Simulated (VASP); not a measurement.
# H4WC16 in VASP: further runs

H4WC16 is run at these levels: PBE; tasks: single point.

Everything below comes from runs of VASP 6.6.1. Logs are shortened: lines on timing, memory, paths and dates and some standing lists are left out, and cuts for length are marked.

### Step 1. The cell of the first run

The cell holds a slab with vacuum, 21 atoms: a = 5.049 Å, b = 5.049 Å, c = 14.676 Å, α = 90.00°, β = 90.00°, γ = 60.00°.

### Step 2. Single point, PBE

Input file INCAR:

```
SYSTEM = H4WC16
ALGO = Normal ; EDIFF = 1E-6
ENCUT = 520 ; GGA = PE
ISIF = 2 ; ISMEAR = 0
LASPH = .TRUE. ; LCHARG = .FALSE.
LREAL = Auto ; LWAVE = .FALSE.
NBANDS = 57 ; NELM = 100
PREC = Accurate ; SIGMA = 0.02
```

Input file KPOINTS:

```
k-points
0
G
  3 3 1
  0 0 0
```

Input file POSCAR:

```
H4WC16
1.0
    5.0487420740     -0.0000000427      0.0000000000
    2.5243710000      4.3723389146      0.0000000000
    0.0000000000      0.0000000000     14.6764260000
H C W
4 16 1
Direct
    0.1666666900      0.1666667000      0.0681364800
    0.6666667000      0.1666667000      0.0681364800
    0.1666666950      0.6666666950      0.0681364800
    0.6666667000      0.6666666900      0.0681364800
    0.1666666900      0.1666667000      0.1430866100
    0.6666667000      0.1666667000      0.1430866100
    0.1666666950      0.6666666950      0.1430866100
    0.6666667000      0.6666666900      0.1430866100
   -0.1666666600      0.3333333400      0.1781963200
    0.3333333700      0.3333333450      0.1781963200
   -0.1666666550      0.8333333700      0.1781963200
    0.3333333750      0.8333333750      0.1781963200
   -0.1634606902      0.3365393098      0.2837862884
    0.3268219152      0.3365414432      0.2837364283
   -0.1634585568      0.8268219152      0.2837364283
    0.3333323187      0.8333323187      0.2930646348
   -0.0029074327      0.0014045331      0.3188884971
    0.5014714192      0.0014714192      0.3188889823
   -0.0000452100      0.4999547900      0.3131140586
    0.5014045331      0.4970925673      0.3188884971
    0.6665143722      1.1665143722      0.4187501310
```

Potentials or basis: VASP PAW PBE potentials, release 64 (H, C, W_sv).

The run is started by

```bash
cat potpaw_PBE.64/H/POTCAR potpaw_PBE.64/C/POTCAR potpaw_PBE.64/W_sv/POTCAR > POTCAR
mpirun -np 1 vasp_std > vasp.out
```

OUTCAR:

```text
SYSTEM = H4WC16
   EDIFF = 1E-6
   ENCUT = 520
   GGA = PE
   ISIF = 2
   ISMEAR = 0
   LASPH = .TRUE.
   LREAL = Auto
   NELM = 100
   PREC = Accurate

 ion  position               nearest neighbor table
   1  0.167  0.167  0.068-   5 1.10
   2  0.667  0.167  0.068-   6 1.10
   3  0.167  0.667  0.068-   7 1.10
   4  0.667  0.667  0.068-   8 1.10
   5  0.167  0.167  0.143-   1 1.10  10 1.55  12 1.55   9 1.55
   6  0.667  0.167  0.143-   2 1.10   9 1.55  11 1.55  10 1.55
   7  0.167  0.667  0.143-   3 1.10  10 1.55  11 1.55  12 1.55
   8  0.667  0.667  0.143-   4 1.10  11 1.55  12 1.55   9 1.55
   9  0.833  0.333  0.178-   6 1.55   8 1.55   5 1.55  13 1.55
  10  0.333  0.333  0.178-   5 1.55   6 1.55   7 1.55  14 1.55
  11  0.833  0.833  0.178-   8 1.55   6 1.55   7 1.55  15 1.55
  12  0.333  0.833  0.178-   5 1.55   8 1.55   7 1.55  16 1.69
  13  0.837  0.337  0.284-  19 1.49   9 1.55  17 1.55  20 1.55  21 2.48
  14  0.327  0.337  0.284-  19 1.49  10 1.55  18 1.55  20 1.55  21 2.48
  15  0.837  0.827  0.284-  19 1.49  11 1.55  18 1.55  17 1.55  21 2.48
  16  0.333  0.833  0.293-  20 1.52  17 1.52  18 1.52  12 1.69
  17  0.997  0.001  0.319-  16 1.52  13 1.55  15 1.55  21 2.06
  18  0.501  0.001  0.319-  16 1.52  14 1.55  15 1.55  21 2.06
  19  1.000  0.500  0.313-  13 1.49  15 1.49  14 1.49
  20  0.501  0.497  0.319-  16 1.52  13 1.55  14 1.55  21 2.06
  21  0.667  0.167  0.419-  18 2.06  20 2.06  17 2.06  15 2.48  14 2.48  13 2.48

  LATTYP: Found a hexagonal cell.
 ALAT       =     5.0487420740
 C/A-ratio  =     2.9069470741

  Lattice vectors:

 A1 = (  -2.5243710000,  -4.3723389146,   0.0000000000)
 A2 = (   5.0487420740,  -0.0000000427,   0.0000000000)
 A3 = (   0.0000000000,   0.0000000000,  14.6764260000)

Analysis of symmetry for initial positions (statically):
=====================================================================
 Subroutine PRICEL returns:
 Original cell was already a primitive cell.

 Routine SETGRP: Setting up the symmetry group for a
 hexagonal supercell.

 Subroutine GETGRP returns: Found  2 space group operations
 (whereof  1 operations were pure point group operations)
 out of a pool of 24 trial point group operations.

The static configuration has the point symmetry C_1 .
 The point group associated with its full space group is C_1h.

Analysis of symmetry for dynamics (positions and initial velocities):
=====================================================================
 Subroutine PRICEL returns:
 Original cell was already a primitive cell.

 Routine SETGRP: Setting up the symmetry group for a
 hexagonal supercell.

 Subroutine GETGRP returns: Found  2 space group operations
 (whereof  1 operations were pure point group operations)
 out of a pool of 24 trial point group operations.

The dynamic configuration has the point symmetry C_1 .
 The point group associated with its full space group is C_1h.

 Subroutine INISYM returns: Found  2 space group operations
 (whereof  1 operations are pure point group operations),
 and found     1 'primitive' translations

----------------------------------------------------------------------------------------

                                     Primitive cell

  volume of cell :     323.9793

  direct lattice vectors                    reciprocal lattice vectors
     5.048742074 -0.000000043  0.000000000     0.198069139 -0.114355268  0.000000000
     2.524371000  4.372338915  0.000000000     0.000000002  0.228710540  0.000000000
     0.000000000  0.000000000 14.676426000     0.000000000  0.000000000  0.068136480

  length of vectors
     5.048742074  5.048742074 14.676426000     0.228710540  0.228710540  0.068136480

  position of ions in fractional coordinates (direct lattice)
     0.166666690  0.166666700  0.068136480
     0.666666700  0.166666700  0.068136480
     0.166666695  0.666666695  0.068136480
     0.666666700  0.666666690  0.068136480
     0.166666690  0.166666700  0.143086610
     0.666666700  0.166666700  0.143086610
[... 13 lines left out ...]
     0.501404533  0.497092567  0.318888497
     0.666514372  0.166514372  0.418750131

  ion indices of the primitive-cell ions
   primitive index   ion index
                 1           1
                 2           2
                 3           3
                 4           4
                 5           5
                 6           6
[... 13 lines left out ...]
                20          20
                21          21

----------------------------------------------------------------------------------------

 KPOINTS: k-points

Automatic generation of k-mesh.
 Grid dimensions read from file:
 generate k-points for:    3    3    1

 Generating k-lattice:

  Cartesian coordinates                     Fractional coordinates (reciprocal lattice)
     0.066023046 -0.038118423  0.000000000     0.333333333  0.000000000  0.000000000
     0.000000001  0.076236847  0.000000000    -0.000000000  0.333333333  0.000000000
     0.000000000  0.000000000  0.068136480     0.000000000  0.000000000  1.000000000

  Length of vectors
     0.076236847  0.076236847  0.068136480

  Shift w.r.t. Gamma in fractional coordinates (k-lattice)
     0.000000000  0.000000000  0.000000000

 Subroutine IBZKPT returns following result:
 ===========================================

 Found      4 irreducible k-points:

 Following reciprocal coordinates:
            Coordinates               Weight
  0.000000  0.000000  0.000000      1.000000
  0.333333  0.000000  0.000000      4.000000
  0.333333  0.333333  0.000000      2.000000
 -0.333333  0.333333  0.000000      2.000000
   k-points           NKPTS =      4   k-points in BZ     NKDIM =      4   number of bands    NBANDS=     57
   number of dos      NEDOS =    301   number of ions     NIONS =     21
   total plane-waves  NPLWV = 179200
   dimension x,y,z NGX =    40 NGY =   40 NGZ =  112
   dimension x,y,z NGXF=    80 NGYF=   80 NGZF=  224
   ions per type =               4  16   1
   NGX,Y,Z   is equivalent  to a cutoff of  13.17, 13.17, 12.69 a.u.
   NGXF,Y,Z  is equivalent  to a cutoff of  26.34, 26.34, 25.37 a.u.
 SYSTEM =  H4WC16
   PREC   = accura    normal or accurate (medium, high low for compatibility)
   ISTART =      0    job   : 0-new  1-cont  2-samecut
   ICHARG =      2    charge: 1-file 2-atom 10-const
   ISPIN  =      1    spin polarized calculation?
   LNONCOLLINEAR =      F non collinear calculations
   LSORBIT =      F    spin-orbit coupling
   LASPH  =      T    aspherical Exc in radial PAW
   ENCUT  =  520.0 eV  38.22 Ry    6.18 a.u.   9.39  9.39 27.29*2*pi/ulx,y,z
   NELM   =    100;   NELMIN=  2; NELMDL= -5     # of ELM steps
   EDIFF  = 0.1E-05   stopping-criterion for ELM
   LREAL  =      T    real-space projection
   EDIFFG = 0.1E-04   stopping-criterion for IOM
   NSW    =      0    number of steps for IOM
   IBRION =     -1    ionic relax: 0-MD 1-quasi-New 2-CG
   NFREE  =      0    steps in history (QN), initial steepest desc. (CG)
   ISIF   =      2    stress and relaxation
   ISYM   =      2    0-nonsym 1-usesym 2-fastsym
   POTIM  = 0.5000    time-step for ionic-motion
   TEBEG  =    0.0;   TEEND  =   0.0 temperature during run
   PSTRESS=    0.0 pullay stress
   NELECT =      82.0000    total number of electrons
   NUPDOWN=      -1.0000    fix difference up-down
   EMIN   =  10.00;   EMAX   =-10.00  energy-range for DOS
   EFERMI =   0.00;   METHOD = LEGACY
   ISMEAR =     0;   SIGMA  =   0.02  broadening in eV -4-tet -1-fermi 0-gaus
   EFERMI_NEDOS =   21; number of points for ismear=-14 and -15
   IALGO  =     38    algorithm
   IMIX   =      4    mixing-type and parameters
     AMIX     =   0.40;   BMIX     =  1.00
     AMIX_MAG =   1.60;   BMIX_MAG =  1.00
  volume/ion in A,a.u.               =      15.43       104.11
  Fermi-wavevector in a.u.,A,eV,Ry     =   1.035556  1.956917 14.590570  1.072377
  Thomas-Fermi vector in A             =   2.169905
   LORBIT       =      0    0 simple, 1 ext, 2 COOP (PROOUT), +10 PAW based schemes
   GGA     = PE    functional components
   LHFCALC =     F    Hartree Fock is set to
   AEXX    =    0.0000 exact exchange contribution
   IVDW    =     0    specifies the selected vdW correction
   LEPSILON=     F    determine dielectric tensor
   LRPA    =     F    only Hartree local field effects (RPA)
 non-spin polarized calculation
 Gauss-broadening in eV      SIGMA  =   0.02
  energy-cutoff  :      520.00
  volume of cell :      323.98
 maximum number of plane-waves:      8731
 NGX is ok and might be reduce to    40
   NGX = 19   NGY = 19   NGZ = 55

 number of electron      82.0000003 magnetization

 Free energy of the ion-electron system (eV)
  ---------------------------------------------------
  ext. energy  EPLUGINS =         0.00000000
  ---------------------------------------------------
  free energy    TOTEN  =      -163.07796568 eV

  energy without entropy =     -163.07536478  energy(sigma->0) =     -163.07666523

 E-fermi :   1.5481     XC(G=0):  -6.2246

 val. band max:        1.4745770768   @ k =  -0.3333   0.3333   0.0000
 cond. band min:       1.5482761207   @ k =  -0.3333   0.3333   0.0000
 fundamental gap:      0.0736990439
 Fermi energy:         1.5480928238

 k-point     1 :       0.0000    0.0000    0.0000
  band No.  band energies     occupation
      1     -73.3537      2.00000
      2     -37.6397      2.00000
      3     -37.6334      2.00000
      4     -37.6333      2.00000
      5     -19.5179      2.00000
      6     -16.8306      2.00000
[... 45 lines left out ...]
     52       6.6577      0.00000
     53       6.9229      0.00000

 k-point     2 :       0.3333    0.0000    0.0000
  band No.  band energies     occupation
      1     -73.3537      2.00000
      2     -37.6396      2.00000
      3     -37.6339      2.00000
      4     -37.6335      2.00000
      5     -18.8529      2.00000
      6     -16.8898      2.00000
[... 45 lines left out ...]
     52       7.0500      0.00000
     53       7.2965      0.00000

 k-point     3 :       0.3333    0.3333    0.0000
  band No.  band energies     occupation
      1     -73.3537      2.00000
      2     -37.6396      2.00000
      3     -37.6339      2.00000
      4     -37.6335      2.00000
      5     -18.8530      2.00000
      6     -16.8896      2.00000
[... 45 lines left out ...]
     52       7.0495      0.00000
     53       7.2971      0.00000

 k-point     4 :      -0.3333    0.3333    0.0000
  band No.  band energies     occupation
      1     -73.3537      2.00000
      2     -37.6396      2.00000
      3     -37.6339      2.00000
      4     -37.6338      2.00000
      5     -17.6406      2.00000
      6     -17.6002      2.00000
[... 45 lines left out ...]
     52       7.2892      0.00000
     53       7.5902      0.00000
 [bands above 53 left out]

------------------------ aborting loop because EDIFF is reached ----------------------------------------

  FORCE on cell =-STRESS in cart. coord.  units (eV):
  Direction    XX          YY          ZZ          XY          YZ          ZX
  --------------------------------------------------------------------------------------
  -------------------------------------------------------------------------------------
  Total        0.0661675      0.0485734     -1.4530418      0.0152370      0.0139725      0.0242011
  in kB        0.3272185      0.2402102     -7.1857382      0.0753514      0.0690984      0.1196817
  external PRESSURE =      -2.2061032 kB  Pullay stress =       0.0000000 kB

 VOLUME and BASIS-vectors are now :
 -----------------------------------------------------------------------------
  energy-cutoff  :      520.00
  volume of cell :      323.98
      direct lattice vectors                 reciprocal lattice vectors
     5.048742074 -0.000000043  0.000000000     0.198069139 -0.114355268  0.000000000
     2.524371000  4.372338915  0.000000000     0.000000002  0.228710540  0.000000000
     0.000000000  0.000000000 14.676426000     0.000000000  0.000000000  0.068136480

 POSITION                                       TOTAL-FORCE (eV/Angst)
 -----------------------------------------------------------------------------------
      1.26219      0.72872      1.00000        -0.000158     -0.022682     -0.193689
      3.78656      0.72872      1.00000        -0.000116     -0.000067     -0.206537
      2.52437      2.91489      1.00000         0.019583      0.011306     -0.193382
      5.04874      2.91489      1.00000        -0.019722      0.011204     -0.193689
      1.26219      0.72872      2.10000        -0.000835     -0.106516      1.441477
      3.78656      0.72872      2.10000         0.000812      0.000469      1.013607
[... 13 lines left out ...]
      3.78631      2.17346      4.68014         0.001352     -0.001900      0.012715
      3.78540      0.72806      6.14576         0.011505      0.006643      0.085532
 -----------------------------------------------------------------------------------
    total drift:                               -0.000406     -0.000234     -0.017772

  FREE ENERGIE OF THE ION-ELECTRON SYSTEM (eV)
  ---------------------------------------------------
  free  energy   TOTEN  =      -163.0779656751 eV

  energy  without entropy=     -163.0753647764  energy(sigma->0) =     -163.07666523
```

Wall time 3.1 min (1 thread of Intel Xeon Platinum 8375C at 2.90GHz (Ice Lake), shared host); peak memory 0.43 GiB.

Results:

```yaml
Free_energy: -163.0780 eV
Largest_force: 1.545 eV/Å
Band_gap_on_the_k_mesh: zero (band 41 reaches 1.58 eV, above the bottom of band 42 at 1.55 eV)
```

Forces on the atoms (eV/Å):
```
H    0.000 -0.023 -0.194
H    0.000  0.000 -0.207
H    0.020  0.011 -0.193
H   -0.020  0.011 -0.194
C   -0.001 -0.107  1.441
C    0.001  0.000  1.014
C    0.093  0.054  1.442
C   -0.093  0.053  1.441
C   -0.207 -0.120 -1.518
C    0.205 -0.120 -1.527
C   -0.002  0.237 -1.527
C    0.000  0.000 -0.075
C   -0.010 -0.006 -0.026
C    0.011  0.003 -0.003
C    0.008  0.008 -0.003
C   -0.003 -0.002 -0.005
C   -0.001  0.002  0.013
C   -0.021 -0.012 -0.002
C    0.008  0.005  0.023
C    0.001 -0.002  0.013
W    0.012  0.007  0.086
```

Levels at points of the mesh, in eV from the Fermi level:
| k point | band 39 | band 40 | band 41 | band 42 | band 43 | band 44 |
| --- | --- | --- | --- | --- | --- | --- |
| (0.00, 0.00, 0.00) | -1.56 | -1.35 | 0.04 | 0.04 | 0.14 | 1.05 |

Caveat: the k points lie up to 0.48 Å⁻¹ apart; spin-orbit coupling is left out, which moves the levels of the heavy elements.

### Step 3. Single point, PBE

Input file INCAR:

```
SYSTEM = H4WC16
  PREC = Accurate
  ENCUT = 520
  EDIFF = 1E-7
  ISMEAR = 0
  SIGMA = 0.02
  LREAL = Auto
  LASPH = .TRUE.
  NELM = 100
  ALGO = Normal
  ISIF = 2
  LWAVE = .FALSE.
  LCHARG = .FALSE.
  GGA = PE
  NBANDS = 57
```

Input file KPOINTS:

```
regular mesh
0
G
  3 3 1
  0 0 0
```

Input file POSCAR:

```
H4WC16
1.0
    5.0487420000      0.0000000000      0.0000000000
    2.5243710000      4.3723390000      0.0000000000
    0.0000000000      0.0000000000     14.6764260000
H C W
4 16 1
Direct
    0.1666667848      0.1666666285      0.0681364795
    0.6666667848      0.1666666285      0.0681364795
    0.1666666285      0.6666667429      0.0681364795
    0.6666666285      0.6666667429      0.0681364795
    0.1666667848      0.1666666285      0.1430866071
    0.6666667848      0.1666666285      0.1430866071
    0.1666666285      0.6666667429      0.1430866071
    0.6666666285      0.6666667429      0.1430866071
   -0.1666666285      0.3333332571      0.1781963129
    0.3333333715      0.3333332571      0.1781963129
   -0.1666665867      0.8333333715      0.1781963129
    0.3333334133      0.8333333715      0.1781963129
   -0.1634607400      0.3365393214      0.2837862570
    0.3268219490      0.3365413798      0.2837364492
   -0.1634586269      0.8268219825      0.2837364492
    0.3333324005      0.8333322279      0.2930646058
   -0.0029073595      0.0014045114      0.3188884678
    0.5014713227      0.0014715236      0.3188890129
   -0.0000452535      0.4999548297      0.3131140374
    0.5014045212      0.4970925173      0.3188884678
    0.6665143736      1.1665143073      0.4187501099
```

Potentials or basis: VASP PAW PBE potentials, release 64 (H, C, W_sv).

The run is started by

```bash
cat potpaw_PBE.64/H/POTCAR potpaw_PBE.64/C/POTCAR potpaw_PBE.64/W_sv/POTCAR > POTCAR
mpirun -np 1 vasp_std > vasp.out
```

Wall time 3.3 min (1 thread of Intel Xeon Platinum 8375C at 2.90GHz (Ice Lake), shared host); peak memory 0.43 GiB.

The run converged. Its results:

* Free energy: -163.0780 eV
* Largest force: 1.545 eV/Å
* Band gap on the k mesh: zero (band 41 reaches 1.58 eV, above the bottom of band 42 at 1.55 eV)

Forces on the atoms (eV/Å):
```
H    0.000 -0.023 -0.194
H    0.000  0.000 -0.207
H    0.020  0.011 -0.193
H   -0.020  0.011 -0.194
C   -0.001 -0.107  1.441
C    0.001  0.000  1.014
C    0.093  0.054  1.442
C   -0.093  0.053  1.441
C   -0.207 -0.120 -1.518
C    0.205 -0.120 -1.527
C   -0.002  0.237 -1.527
C    0.000  0.000 -0.075
C   -0.010 -0.006 -0.026
C    0.011  0.003 -0.003
C    0.008  0.008 -0.003
C   -0.003 -0.002 -0.005
C   -0.001  0.002  0.013
C   -0.021 -0.012 -0.002
C    0.008  0.005  0.023
C    0.001 -0.002  0.013
W    0.012  0.007  0.085
```

Levels at points of the mesh, in eV from the Fermi level:
| k point | band 38 | band 39 | band 40 | band 41 | band 42 | band 43 | band 44 | band 45 |
| --- | --- | --- | --- | --- | --- | --- | --- | --- |
| (0.00, 0.00, 0.00) | -1.56 | -1.56 | -1.35 | 0.04 | 0.04 | 0.14 | 1.05 | 2.20 |

Caveat: the k points lie up to 0.48 Å⁻¹ apart; spin-orbit coupling is left out, which moves the levels of the heavy elements.
